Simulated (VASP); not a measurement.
# InAgS (P-6m2) in VASP: further runs

InAgS is run at these levels: PBE; tasks: single point, relaxation of cell and atoms.

All numbers are computed with VASP 6.6.1; they aren't measurements. Logs are shortened: lines on timing, memory, paths and dates and some standing lists are left out, and cuts for length are marked.

## 1. The cell of the first run

The structure is hexagonal, space group P-6m2 (No. 187). The conventional cell has a = 4.372 Å, b = 4.372 Å, c = 4.357 Å, α = 90.00°, β = 90.00°, γ = 120.00°. In (site symmetry -6m2) has 6 Ag at 3.33 Å and 6 S at 3.33 Å and 8 In at 4.36 to 4.37 Å within 4.4 Å. Within 3.3 Å of Ag (site symmetry -6m2) lie 3 S at 2.52 Å. S (site symmetry -6m2) has 3 Ag at 2.52 Å within 3.3 Å.

## 2. Single point, PBE

Contents of INCAR:

```
SYSTEM = InAgS
PREC = Accurate
ENCUT = 520
EDIFF = 1E-6
ISMEAR = 0
SIGMA = 0.1
LREAL = .FALSE.
LASPH = .TRUE.
NELM = 100
ALGO = Normal
ISIF = 2
LWAVE = .FALSE.
LCHARG = .FALSE.
GGA = PE
NBANDS = 22
```

Contents of KPOINTS:

```
Automatic mesh
0
G
  12 12 10
  0 0 0
```

Contents of POSCAR:

```
InAgS
1.0
    4.3717639587      0.0000000000      0.0000000000
   -2.1858819793      3.7860586476      0.0000000000
    0.0000000000      0.0000000000      4.3566874438
In Ag S
1 1 1
Direct
    0.0000000000      0.0000000000      0.0000000000
    0.6666666667      0.3333333333      0.5000000000
    0.3333333333      0.6666666667      0.5000000000
```

Potentials or basis: VASP PAW PBE potentials, release 64 (In_d, Ag, S).

Launch:

```bash
$ cat potpaw_PBE.64/In_d/POTCAR potpaw_PBE.64/Ag/POTCAR potpaw_PBE.64/S/POTCAR > POTCAR
$ mpirun -np 1 vasp_std > vasp.out
```

OUTCAR:

```text
SYSTEM = InAgS
   PREC = Accurate
   ENCUT = 520
   EDIFF = 1E-6
   ISMEAR = 0
   LREAL = .FALSE.
   LASPH = .TRUE.
   NELM = 100
   ISIF = 2
   GGA = PE

 ion  position               nearest neighbor table
   1  0.000  0.000  0.000-   2 3.33   3 3.33   2 3.33   3 3.33   3 3.33   3 3.33   2 3.33   2 3.33
                             2 3.33   2 3.33   3 3.33   3 3.33
   2  0.667  0.333  0.500-   3 2.52   3 2.52   3 2.52   1 3.33   1 3.33   1 3.33   1 3.33   1 3.33
                             1 3.33
   3  0.333  0.667  0.500-   2 2.52   2 2.52   2 2.52   1 3.33   1 3.33   1 3.33   1 3.33   1 3.33
                             1 3.33

  LATTYP: Found a hexagonal cell.
 ALAT       =     4.3717639587
 C/A-ratio  =     0.9965513886

  Lattice vectors:

 A1 = (   4.3717639587,   0.0000000000,   0.0000000000)
 A2 = (  -2.1858819793,   3.7860586476,   0.0000000000)
 A3 = (   0.0000000000,   0.0000000000,   4.3566874438)

Analysis of symmetry for initial positions (statically):
=====================================================================
 Subroutine PRICEL returns:
 Original cell was already a primitive cell.

 Routine SETGRP: Setting up the symmetry group for a
 hexagonal supercell.

 Subroutine GETGRP returns: Found 12 space group operations
 (whereof 12 operations were pure point group operations)
 out of a pool of 24 trial point group operations.

The static configuration has the point symmetry D_3h.

Analysis of symmetry for dynamics (positions and initial velocities):
=====================================================================
 Subroutine PRICEL returns:
 Original cell was already a primitive cell.

 Routine SETGRP: Setting up the symmetry group for a
 hexagonal supercell.

 Subroutine GETGRP returns: Found 12 space group operations
 (whereof 12 operations were pure point group operations)
 out of a pool of 24 trial point group operations.

The dynamic configuration has the point symmetry D_3h.

 Subroutine INISYM returns: Found 12 space group operations
 (whereof 12 operations are pure point group operations),
 and found     1 'primitive' translations

----------------------------------------------------------------------------------------

                                     Primitive cell

[... 80 lines left out ...]
   NGX,Y,Z   is equivalent  to a cutoff of  13.69, 13.69, 12.21 a.u.
   NGXF,Y,Z  is equivalent  to a cutoff of  27.38, 27.38, 24.42 a.u.
 SYSTEM =  InAgS
   PREC   = accura    normal or accurate (medium, high low for compatibility)
   ISTART =      0    job   : 0-new  1-cont  2-samecut
   ICHARG =      2    charge: 1-file 2-atom 10-const
   ISPIN  =      1    spin polarized calculation?
   LNONCOLLINEAR =      F non collinear calculations
   LSORBIT =      F    spin-orbit coupling
   LASPH  =      T    aspherical Exc in radial PAW
   ENCUT  =  520.0 eV  38.22 Ry    6.18 a.u.   8.13  8.13  8.10*2*pi/ulx,y,z
   NELM   =    100;   NELMIN=  2; NELMDL= -5     # of ELM steps
   EDIFF  = 0.1E-05   stopping-criterion for ELM
   LREAL  =      F    real-space projection
[... 7 lines left out ...]
   TEBEG  =    0.0;   TEEND  =   0.0 temperature during run
   PSTRESS=    0.0 pullay stress
   NELECT =      30.0000    total number of electrons
   NUPDOWN=      -1.0000    fix difference up-down
   EMIN   =  10.00;   EMAX   =-10.00  energy-range for DOS
   EFERMI =   0.00;   METHOD = LEGACY
   ISMEAR =     0;   SIGMA  =   0.10  broadening in eV -4-tet -1-fermi 0-gaus
   EFERMI_NEDOS =   21; number of points for ismear=-14 and -15
   IALGO  =     38    algorithm
   IMIX   =      4    mixing-type and parameters
     AMIX     =   0.40;   BMIX     =  1.00
     AMIX_MAG =   1.60;   BMIX_MAG =  1.00
  volume/ion in A,a.u.               =      24.04       162.21
  Fermi-wavevector in a.u.,A,eV,Ry     =   1.222124  2.309479 20.321470  1.493586
  Thomas-Fermi vector in A             =   2.357281
   LORBIT       =      0    0 simple, 1 ext, 2 COOP (PROOUT), +10 PAW based schemes
   GGA     = PE    functional components
   LHFCALC =     F    Hartree Fock is set to
   AEXX    =    0.0000 exact exchange contribution
   IVDW    =     0    specifies the selected vdW correction
   LEPSILON=     F    determine dielectric tensor
   LRPA    =     F    only Hartree local field effects (RPA)
 non-spin polarized calculation
 Gauss-broadening in eV      SIGMA  =   0.10
  energy-cutoff  :      520.00
  volume of cell :       72.11
 maximum number of plane-waves:      1968
 NGX is ok and might be reduce to    36
   NGX = 17   NGY = 17   NGZ = 17

 number of electron      29.9999993 magnetization

 Free energy of the ion-electron system (eV)
  ---------------------------------------------------
  ext. energy  EPLUGINS =         0.00000000
  ---------------------------------------------------
  free energy    TOTEN  =        -9.77253793 eV

  energy without entropy =       -9.77148398  energy(sigma->0) =       -9.77201096

 E-fermi :   5.3453     XC(G=0):  -9.8704

 val. band max:        5.3215321567   @ k =   0.3333   0.3333   0.4000
 cond. band min:       5.3459998433   @ k =   0.3333   0.3333   0.0000
 fundamental gap:      0.0244676866
 Fermi energy:         5.3453453668

 k-point     1 :       0.0000    0.0000    0.0000
  band No.  band energies     occupation
      1      -8.7445      2.00000
      2      -8.7295      2.00000
      3      -8.7295      2.00000
      4      -8.7076      2.00000
      5      -8.7076      2.00000
      6      -7.4064      2.00000
[... 589 lines left out ...]
     21      13.1126      0.00000
     22      14.0519      0.00000

 [... further k-points ...]

------------------------ aborting loop because EDIFF is reached ----------------------------------------

  FORCE on cell =-STRESS in cart. coord.  units (eV):
  Direction    XX          YY          ZZ          XY          YZ          ZX
  --------------------------------------------------------------------------------------
  -------------------------------------------------------------------------------------
  Total       -0.0339366     -0.0339366     -0.0198197     -0.0000000      0.0000000      0.0000000
  in kB       -0.7540130     -0.7540130     -0.4403603     -0.0000000      0.0000000      0.0000000
  external PRESSURE =      -0.6494621 kB  Pullay stress =       0.0000000 kB

 VOLUME and BASIS-vectors are now :
 -----------------------------------------------------------------------------
  energy-cutoff  :      520.00
  volume of cell :       72.11
      direct lattice vectors                 reciprocal lattice vectors
     4.371763959  0.000000000  0.000000000     0.228740620  0.132063459  0.000000000
    -2.185881979  3.786058648  0.000000000     0.000000000  0.264126917  0.000000000
     0.000000000  0.000000000  4.356687444     0.000000000  0.000000000  0.229532188

 POSITION                                       TOTAL-FORCE (eV/Angst)
 -----------------------------------------------------------------------------------
      0.00000      0.00000      0.00000        -0.000000      0.000000      0.000000
      2.18588      1.26202      2.17834         0.000000      0.000000      0.000000
     -0.00000      2.52404      2.17834        -0.000000      0.000000      0.000000
 -----------------------------------------------------------------------------------
    total drift:                               -0.000000      0.000000      0.000000

  FREE ENERGIE OF THE ION-ELECTRON SYSTEM (eV)
  ---------------------------------------------------
  free  energy   TOTEN  =        -9.7725379348 eV

  energy  without entropy=       -9.7714839821  energy(sigma->0) =       -9.77201096
```

Run time: 90 s. Hardware: 1 thread of Intel Xeon 6975P-C (Granite Rapids), shared host; peak memory 0.33 GiB.

Results:

```
Free energy            : -9.7725 eV
Pressure               : -0.1 GPa
Band gap on the k mesh : zero (band 15 reaches 5.53 eV, above the bottom of band 16 at 5.01 eV)
```

Caveat: spin-orbit coupling is left out, which moves the levels of the heavy elements.

## 3. Relaxation of cell and atoms, PBE

This run uses another cell than the first one, of 24.09 Å³/atom, 1.002 times its volume.

Contents of INCAR:

```
ALGO     = Normal         # electronic algorithm
EDIFF    = 1E-6           # SCF threshold, eV
EDIFFG   = -0.01          # ionic threshold
ENCUT    = 600            # plane-wave cutoff, eV
GGA      = PE             # functional
IBRION   = 2              # ionic algorithm
ISIF     = 3              # what is computed and relaxed
ISMEAR   = 0              # smearing method
LASPH    = True           # aspherical terms in the spheres
LCHARG   = False          # write CHGCAR
LREAL    = False          # projectors in reciprocal space
LWAVE    = False          # write WAVECAR
NELM     = 100            # most SCF steps
NSW      = 100            # ionic steps
PREC     = Accurate       # precision mode
SIGMA    = 0.1            # smearing width, eV
```

Contents of KPOINTS:

```
k-points
0
Gamma
  12 12 10
```

Contents of POSCAR:

```
InAgS
1.0
    4.2569527400      0.0000000000      0.0000000000
   -2.1284763700      3.6866292100      0.0000000000
    0.0000000000      0.0000000000      4.6046013700
In Ag S
1 1 1
Direct
    0.0000000000      0.0000000000      0.0000000000
    0.6666666700      0.3333333300      0.5000000000
    0.3333333300      0.6666666700      0.5000000000
```

Potentials or basis: VASP PAW PBE potentials, release 64 (In_d, Ag, S).

Launch:

```bash
$ cat potpaw_PBE.64/In_d/POTCAR potpaw_PBE.64/Ag/POTCAR potpaw_PBE.64/S/POTCAR > POTCAR
$ mpirun -np 1 vasp_std > vasp.out
```

OUTCAR:

```text
EDIFF = 1E-6
   EDIFFG = -0.01
   ENCUT = 600
   GGA = PE
   IBRION = 2
   ISIF = 3
   ISMEAR = 0
   LASPH = True
   LREAL = False
   NELM = 100
   NSW = 100
   PREC = Accurate

 ion  position               nearest neighbor table
   1  0.000  0.000  0.000-   2 3.37   3 3.37   2 3.37   3 3.37   3 3.37   3 3.37   2 3.37   2 3.37
                             2 3.37   2 3.37   3 3.37   3 3.37
   2  0.667  0.333  0.500-   3 2.46   3 2.46   3 2.46   1 3.37   1 3.37   1 3.37   1 3.37   1 3.37
                             1 3.37
   3  0.333  0.667  0.500-   2 2.46   2 2.46   2 2.46   1 3.37   1 3.37   1 3.37   1 3.37   1 3.37
                             1 3.37

  LATTYP: Found a hexagonal cell.
 ALAT       =     4.2569527400
 C/A-ratio  =     1.0816660769

  Lattice vectors:

 A1 = (   4.2569527400,   0.0000000000,   0.0000000000)
 A2 = (  -2.1284763700,   3.6866292100,   0.0000000000)
 A3 = (   0.0000000000,   0.0000000000,   4.6046013700)

Analysis of symmetry for initial positions (statically):
=====================================================================
 Subroutine PRICEL returns:
 Original cell was already a primitive cell.

 Routine SETGRP: Setting up the symmetry group for a
 hexagonal supercell.

 Subroutine GETGRP returns: Found 12 space group operations
[... 176 lines left out ...]
  -------------------------------------------------------------------------------------
  Total        1.1738187      1.1738187     -0.3324714      0.0000000      0.0000000     -0.0000000
  in kB       26.0250316     26.0250315     -7.3713075      0.0000000      0.0000000     -0.0000000
  external PRESSURE =      14.8929185 kB  Pullay stress =       0.0000000 kB
[... 209 lines left out ...]
--------------------------------------- Ionic step        7  -------------------------------------------

 number of electron      29.9999999 magnetization

 Free energy of the ion-electron system (eV)
  ---------------------------------------------------
  ext. energy  EPLUGINS =         0.00000000
  ---------------------------------------------------
  free energy    TOTEN  =        -9.77208337 eV

  energy without entropy =       -9.77101299  energy(sigma->0) =       -9.77154818

 E-fermi :   5.3536     XC(G=0):  -9.8743

 val. band max:        5.3277197903   @ k =   0.3333   0.3333   0.4000
 cond. band min:       5.3542976950   @ k =   0.3333   0.3333   0.0000
 fundamental gap:      0.0265779047
 Fermi energy:         5.3536045553

 k-point     1 :       0.0000    0.0000    0.0000
  band No.  band energies     occupation
      1      -8.7356      2.00000
      2      -8.7202      2.00000
      3      -8.7202      2.00000
      4      -8.6984      2.00000
      5      -8.6984      2.00000
      6      -7.4036      2.00000
[... 505 lines left out ...]
      6      -7.0600      2.00000
[... 11 lines left out ...]
     18       9.7720      0.00000
     19       9.9395      0.00000

 [... further k-points ...]

------------------------ aborting loop because EDIFF is reached ----------------------------------------

  FORCE on cell =-STRESS in cart. coord.  units (eV):
  Direction    XX          YY          ZZ          XY          YZ          ZX
  --------------------------------------------------------------------------------------
  -------------------------------------------------------------------------------------
  Total       -0.0062801     -0.0062801     -0.0063630      0.0000000      0.0000000      0.0000000
  in kB       -0.1396508     -0.1396508     -0.1414942      0.0000000      0.0000000      0.0000000
  external PRESSURE =      -0.1402653 kB  Pullay stress =       0.0000000 kB
[... 18 lines left out ...]
  FREE ENERGIE OF THE ION-ELECTRON SYSTEM (eV)
  ---------------------------------------------------
  free  energy   TOTEN  =        -9.7720833737 eV

  energy  without entropy=       -9.7710129908  energy(sigma->0) =       -9.77154818

 reached required accuracy - stopping structural energy minimisation
```

CONTCAR:

```text
InAgS
   1.00000000000000
     4.3693543084985933   -0.0000000000000000   -0.0000000000000000
    -2.1846771542492966    3.7839718233069615   -0.0000000000000000
    -0.0000000000000000    0.0000000000000000    4.3578014102944707
  In              Ag              S
     1     1     1
Direct
     0.0000000000000000    0.0000000000000000    0.0000000000000000
     0.6666666699999979    0.3333333300000021    0.5000000000000000
     0.3333333300000021    0.6666666699999979    0.5000000000000000

  0.00000000E+00  0.00000000E+00  0.00000000E+00
  0.00000000E+00  0.00000000E+00  0.00000000E+00
  0.00000000E+00  0.00000000E+00  0.00000000E+00
```

Wall time 8.1 min (1 thread of Intel Xeon 6975P-C (Granite Rapids), shared host); peak memory 0.39 GiB.

Results:

* Free energy: -9.7721 eV
* Relaxed volume: 24.02 Å³/atom
* Relaxed cell: a = 4.369 Å, b = 4.369 Å, c = 4.358 Å, α = 90.00°, β = 90.00°, γ = 120.00°
* Space group after relaxing (to 0.05 Å): P-6m2 (No. 187)
* Energy gained by relaxing: 13.0 meV/atom
* Ionic steps: 7
* Pressure after relaxing: 0.0 GPa
* Band gap on the k mesh: zero (band 15 reaches 5.53 eV, above the bottom of band 16 at 5.02 eV)

The path:
```tsv
step	energy change (eV)	largest force (eV/Å)	pressure (GPa)	volume (Å³)
1	0.0000	0.0000	1.49	72.26
2	-0.0237	0.0000	-0.48	74.62
3	-0.0237	0.0000	-0.60	74.78
4	-0.0301	0.0000	-0.47	74.14
5	-0.0375	0.0000	-0.19	72.92
6	-0.0336	0.0000	0.43	70.42
7	-0.0390	0.0000	-0.01	72.05
```

Final structure:
```xyz
3
Lattice="4.3694 0.0000 0.0000 -2.1847 3.7840 0.0000 0.0000 0.0000 4.3578" Properties=species:S:1:pos:R:3 pbc="T T T"
In    0.0000    0.0000    0.0000
Ag    2.1847    1.2613    2.1789
S     0.0000    2.5226    2.1789
```

Caveat: spin-orbit coupling is left out, which moves the levels of the heavy elements.

[end of part 1 of 2]
